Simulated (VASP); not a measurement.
# Li3Au in VASP: density of states with PBE

Aim: the density of states of Li3Au with PBE.

Program: VASP 6.6.1. These are calculated values, not measurements. Logs are shortened: lines on timing, memory, paths and dates and some standing lists are left out, and cuts for length are marked.

## Step 1: The cell of the first run

The cell holds a sheet with vacuum, 4 atoms: a = 3.927 Å, b = 3.927 Å, c = 28.554 Å, α = 90.00°, β = 90.00°, γ = 90.00°.

## Step 2: Density of states, PBE

POSCAR reads:

```
Li3Au
1.0
    3.9272699917      0.0000000000      0.0000000000
    0.0000000000      3.9272699917      0.0000000000
    0.0000000000      0.0000000000     28.5539159888
Li Au
3 1
Direct
    0.0000000000      0.5000000000      0.3146135144
    0.5000000000      0.0000000000      0.3146135144
    0.5000000000      0.5000000000      0.2358038863
    0.0000000000      0.0000000000      0.2556559990
```

INCAR.step1 reads:

```
SYSTEM = Li3Au
PREC = Accurate
ENCUT = 520
EDIFF = 1E-6
ISMEAR = 0
SIGMA = 0.1
LREAL = .FALSE.
LASPH = .TRUE.
NELM = 80
ALGO = Normal
ISIF = 2
LWAVE = .FALSE.
LCHARG = .TRUE.
LMAXMIX = 4
LDIPOL = .TRUE.
IDIPOL = 3
DIPOL = 0.5 0.5 0.280
GGA = PE
NBANDS = 18
```

KPOINTS.step1 reads:

```
Automatic mesh
0
G
  12 12 1
  0 0 0
```

INCAR.step2 reads:

```
SYSTEM = Li3Au
PREC = Accurate
ENCUT = 520
EDIFF = 1E-6
ISMEAR = -5
SIGMA = 0.1
LREAL = .FALSE.
LASPH = .TRUE.
NELM = 80
ALGO = Normal
ISIF = 2
LWAVE = .FALSE.
LCHARG = .FALSE.
LMAXMIX = 4
LDIPOL = .TRUE.
IDIPOL = 3
DIPOL = 0.5 0.5 0.280
GGA = PE
LORBIT = 10
NBANDS = 18
NEDOS = 2001
ICHARG = 11
```

KPOINTS.step2 reads:

```
Automatic mesh
0
G
  18 18 1
  0 0 0
```

Potentials or basis: VASP PAW PBE potentials, release 64 (Li_sv, Au).

Started as:

```console
$ cat potpaw_PBE.64/Li_sv/POTCAR potpaw_PBE.64/Au/POTCAR > POTCAR
$ cp INCAR.step1 INCAR
$ cp KPOINTS.step1 KPOINTS
$ mpirun -np 1 vasp_std > vasp.out
$ cp INCAR.step2 INCAR
$ cp KPOINTS.step2 KPOINTS
$ mpirun -np 1 vasp_std > vasp.out
```

OUTCAR:

```text
SYSTEM = Li3Au
   PREC = Accurate
   ENCUT = 520
   EDIFF = 1E-6
   ISMEAR = -5
   LREAL = .FALSE.
   LASPH = .TRUE.
   NELM = 80
   ISIF = 2
   GGA = PE
   LORBIT = 10
   ICHARG = 11

 ion  position               nearest neighbor table
   1  0.000  0.500  0.315-   4 2.59   4 2.59
   2  0.500  0.000  0.315-   4 2.59   4 2.59
   3  0.500  0.500  0.236-   4 2.83   4 2.83   4 2.83   4 2.83
   4  0.000  0.000  0.256-   1 2.59   2 2.59   1 2.59   2 2.59   3 2.83   3 2.83   3 2.83   3 2.83

  LATTYP: Found a simple tetragonal cell.
 ALAT       =     3.9272699917
 C/A-ratio  =     7.2706781172

  Lattice vectors:

 A1 = (   3.9272699917,   0.0000000000,   0.0000000000)
 A2 = (   0.0000000000,   3.9272699917,   0.0000000000)
 A3 = (   0.0000000000,   0.0000000000,  28.5539159888)

Analysis of symmetry for initial positions (statically):
=====================================================================
 Subroutine PRICEL returns:
 Original cell was already a primitive cell.

 Routine SETGRP: Setting up the symmetry group for a
 simple tetragonal supercell.

 Subroutine GETGRP returns: Found  8 space group operations
 (whereof  8 operations were pure point group operations)
 out of a pool of 16 trial point group operations.

The static configuration has the point symmetry C_4v.

Analysis of symmetry for dynamics (positions and initial velocities):
=====================================================================
 Subroutine PRICEL returns:
 Original cell was already a primitive cell.

 Routine SETGRP: Setting up the symmetry group for a
 simple tetragonal supercell.

 Subroutine GETGRP returns: Found  8 space group operations
 (whereof  8 operations were pure point group operations)
 out of a pool of 16 trial point group operations.

The dynamic configuration has the point symmetry C_4v.

 Subroutine INISYM returns: Found  8 space group operations
 (whereof  8 operations are pure point group operations),
 and found     1 'primitive' translations

----------------------------------------------------------------------------------------

                                     Primitive cell

  volume of cell :     440.3999

  direct lattice vectors                    reciprocal lattice vectors
     3.927269992  0.000000000  0.000000000     0.254629807  0.000000000  0.000000000
     0.000000000  3.927269992  0.000000000     0.000000000  0.254629807  0.000000000
     0.000000000  0.000000000 28.553915989     0.000000000  0.000000000  0.035021466

  length of vectors
     3.927269992  3.927269992 28.553915989     0.254629807  0.254629807  0.035021466

  position of ions in fractional coordinates (direct lattice)
     0.000000000  0.500000000  0.314613514
     0.500000000  0.000000000  0.314613514
     0.500000000  0.500000000  0.235803886
     0.000000000  0.000000000  0.255655999

  ion indices of the primitive-cell ions
   primitive index   ion index
                 1           1
                 2           2
                 3           3
                 4           4

----------------------------------------------------------------------------------------

 KPOINTS: Automatic mesh

Automatic generation of k-mesh.
 Grid dimensions read from file:
 generate k-points for:   18   18    1

 Generating k-lattice:

  Cartesian coordinates                     Fractional coordinates (reciprocal lattice)
     0.014146100  0.000000000  0.000000000     0.055555556  0.000000000  0.000000000
     0.000000000  0.014146100  0.000000000     0.000000000  0.055555556  0.000000000
     0.000000000  0.000000000  0.035021466     0.000000000  0.000000000  1.000000000

  Length of vectors
     0.014146100  0.014146100  0.035021466

  Shift w.r.t. Gamma in fractional coordinates (k-lattice)
     0.000000000  0.000000000  0.000000000

 TETIRR: Found    495 inequivalent tetrahedra from     1944

 Subroutine IBZKPT returns following result:
 ===========================================

 Found     55 irreducible k-points:

 Following reciprocal coordinates:
            Coordinates               Weight
  0.000000  0.000000  0.000000      1.000000
  0.055556  0.000000  0.000000      4.000000
  0.111111  0.000000  0.000000      4.000000
  0.166667  0.000000  0.000000      4.000000
  0.222222  0.000000  0.000000      4.000000
  0.277778  0.000000  0.000000      4.000000
[... 16 lines left out ...]
  0.277778  0.111111  0.000000      8.000000
  0.333333  0.111111  0.000000      8.000000
 [... further k-points ...]
   k-points           NKPTS =     55   k-points in BZ     NKDIM =     55   number of bands    NBANDS=     18
   number of dos      NEDOS =   2001   number of ions     NIONS =      4
   total plane-waves  NPLWV = 194400
   dimension x,y,z NGX =    30 NGY =   30 NGZ =  216
   dimension x,y,z NGXF=    60 NGYF=   60 NGZF=  432
   ions per type =               3   1
   NGX,Y,Z   is equivalent  to a cutoff of  12.70, 12.70, 12.58 a.u.
   NGXF,Y,Z  is equivalent  to a cutoff of  25.40, 25.40, 25.15 a.u.
 SYSTEM =  Li3Au
   PREC   = accura    normal or accurate (medium, high low for compatibility)
   ISTART =      0    job   : 0-new  1-cont  2-samecut
   ICHARG =     11    charge: 1-file 2-atom 10-const
   ISPIN  =      1    spin polarized calculation?
   LNONCOLLINEAR =      F non collinear calculations
   LSORBIT =      F    spin-orbit coupling
   LASPH  =      T    aspherical Exc in radial PAW
   ENCUT  =  520.0 eV  38.22 Ry    6.18 a.u.   7.30  7.30 53.09*2*pi/ulx,y,z
   NELM   =     80;   NELMIN=  2; NELMDL=  0     # of ELM steps
   EDIFF  = 0.1E-05   stopping-criterion for ELM
   LREAL  =      F    real-space projection
   EDIFFG = 0.1E-04   stopping-criterion for IOM
   NSW    =      0    number of steps for IOM
   IBRION =     -1    ionic relax: 0-MD 1-quasi-New 2-CG
   NFREE  =      0    steps in history (QN), initial steepest desc. (CG)
   ISIF   =      2    stress and relaxation
   ISYM   =      2    0-nonsym 1-usesym 2-fastsym
   POTIM  = 0.5000    time-step for ionic-motion
   TEBEG  =    0.0;   TEEND  =   0.0 temperature during run
   PSTRESS=    0.0 pullay stress
   NELECT =      20.0000    total number of electrons
   NUPDOWN=      -1.0000    fix difference up-down
   EMIN   =  10.00;   EMAX   =-10.00  energy-range for DOS
   EFERMI =   0.00;   METHOD = LEGACY
   ISMEAR =    -5;   SIGMA  =   0.10  broadening in eV -4-tet -1-fermi 0-gaus
   EFERMI_NEDOS =   21; number of points for ismear=-14 and -15
   IALGO  =     38    algorithm
   IMIX   =      4    mixing-type and parameters
     AMIX     =   0.40;   BMIX     =  1.00
     AMIX_MAG =   1.60;   BMIX_MAG =  1.00
  volume/ion in A,a.u.               =     110.10       742.99
  Fermi-wavevector in a.u.,A,eV,Ry     =   0.584076  1.103743  4.641551  0.341144
  Thomas-Fermi vector in A             =   1.629628
   LORBIT       =     10    0 simple, 1 ext, 2 COOP (PROOUT), +10 PAW based schemes
   GGA     = PE    functional components
   LHFCALC =     F    Hartree Fock is set to
   AEXX    =    0.0000 exact exchange contribution
   IVDW    =     0    specifies the selected vdW correction
   LEPSILON=     F    determine dielectric tensor
   LRPA    =     F    only Hartree local field effects (RPA)
 non-spin polarized calculation
 Fermi weights with tetrahedron method with Bloechl corrections
  energy-cutoff  :      520.00
  volume of cell :      440.40
 maximum number of plane-waves:     11925
 NGX is ok and might be reduce to    30

 number of electron      19.9999973 magnetization

 dipolmoment           0.000000      0.000000      0.023737 electrons x Angstroem

 Free energy of the ion-electron system (eV)
  ---------------------------------------------------
  ext. energy  EPLUGINS =         0.00000000
  ---------------------------------------------------
  free energy    TOTEN  =        -9.30389991 eV

  energy without entropy =       -9.30389991  energy(sigma->0) =       -9.30389991

 E-fermi :  -2.2290     XC(G=0):  -1.9308

 val. band max:       -2.1841056917   @ k =   0.3333   0.2778   0.0000
 cond. band min:      -2.2761482500   @ k =   0.5000   0.5000   0.0000
 fundamental gap:     -0.0920425583
 Fermi energy:        -2.2290102394

 k-point     1 :       0.0000    0.0000    0.0000
  band No.  band energies     occupation
      1     -48.9806      2.00000
      2     -48.9174      2.00000
      3     -48.8826      2.00000
      4      -7.7141      2.00000
      5      -6.7909      2.00000
      6      -6.4368      2.00000
[... 10 lines left out ...]
     17       1.6034      0.00000
     18       2.4068      0.00000

 k-point     2 :       0.0556    0.0000    0.0000
  band No.  band energies     occupation
      1     -48.9806      2.00000
      2     -48.9171      2.00000
      3     -48.8829      2.00000
      4      -7.6877      2.00000
      5      -6.7820      2.00000
      6      -6.4362      2.00000
[... 10 lines left out ...]
     17       1.6369      0.00000
     18       2.4370      0.00000

 k-point     3 :       0.1111    0.0000    0.0000
  band No.  band energies     occupation
      1     -48.9805      2.00000
      2     -48.9163      2.00000
      3     -48.8837      2.00000
      4      -7.6116      2.00000
      5      -6.7533      2.00000
      6      -6.4361      2.00000
[... 412 lines left out ...]
 k-point    23 :       0.2778    0.1111    0.0000
  band No.  band energies     occupation
      1     -48.9801      2.00000
      2     -48.9104      2.00000
      3     -48.8894      2.00000
      4      -7.1043      2.00000
      5      -6.5673      2.00000
      6      -6.4297      2.00000
[... 10 lines left out ...]
     17       2.2464      0.00000
     18       2.4630      0.00000

 k-point    24 :       0.3333    0.1111    0.0000
  band No.  band energies     occupation
      1     -48.9800      2.00000
      2     -48.9080      2.00000
      3     -48.8917      2.00000
      4      -7.0136      2.00000
      5      -6.6028      2.00000
      6      -6.4451      2.00000
[... 10 lines left out ...]
     17       2.5539      0.00000
     18       2.7312      0.00000

 [... further k-points ...]

------------------------ aborting loop because EDIFF is reached ----------------------------------------

 vacuum level on the upper side and lower side of the slab       (xc-potential included)         0.130        -0.143

  FORCE on cell =-STRESS in cart. coord.  units (eV):
  Direction    XX          YY          ZZ          XY          YZ          ZX
  --------------------------------------------------------------------------------------
  -------------------------------------------------------------------------------------
  Total       -0.0623534     -0.0623534      0.0930698      0.0000000     -0.0000000     -0.0000000
  in kB       -0.2268421     -0.2268421      0.3385885      0.0000000     -0.0000000     -0.0000000
  external PRESSURE =      -0.0383652 kB  Pullay stress =       0.0000000 kB

 VOLUME and BASIS-vectors are now :
 -----------------------------------------------------------------------------
  energy-cutoff  :      520.00
  volume of cell :      440.40
      direct lattice vectors                 reciprocal lattice vectors
     3.927269992  0.000000000  0.000000000     0.254629807  0.000000000  0.000000000
     0.000000000  3.927269992  0.000000000     0.000000000  0.254629807  0.000000000
     0.000000000  0.000000000 28.553915989     0.000000000  0.000000000  0.035021466

 POSITION                                       TOTAL-FORCE (eV/Angst)
 -----------------------------------------------------------------------------------
      0.00000      1.96363      8.98345        -0.000000     -0.000000     -0.005527
      1.96363      0.00000      8.98345        -0.000000     -0.000000     -0.005527
      1.96363      1.96363      6.73312         0.000000      0.000000      0.024236
      0.00000      0.00000      7.29998        -0.000000     -0.000000     -0.013181
 -----------------------------------------------------------------------------------
    total drift:                                0.000000      0.000000      0.000942

  FREE ENERGIE OF THE ION-ELECTRON SYSTEM (eV)
  ---------------------------------------------------
  free  energy   TOTEN  =        -9.3038999150 eV

  energy  without entropy=       -9.3038999150  energy(sigma->0) =       -9.30389991

 vacuum level on the upper side and lower side of the slab         1.218         0.939

 total charge

# of ion       s       p       d       tot
------------------------------------------
    1        2.038   0.048   0.000   2.086
    2        2.038   0.048   0.000   2.086
    3        2.021   0.039   0.000   2.061
    4        0.778   0.176   8.739   9.693
--------------------------------------------------
tot          6.876   0.312   8.739  15.927
```

Run time: 12 min. Hardware: 1 thread of Intel Xeon 6975P-C, shared host; peak memory 0.7 GiB.

What came out:

```
Valence electrons inside the program's atomic spheres : Li 2.09, 2.06; Au 9.69
```

Caveat: the cutoff is under 1.25 times the usual one of these potentials, so pressure, stress and relaxed cells hold a basis-set (Pulay) error; spin-orbit coupling is left out, which moves the levels of the heavy elements; tetrahedron occupations give inexact forces and stress in metals.
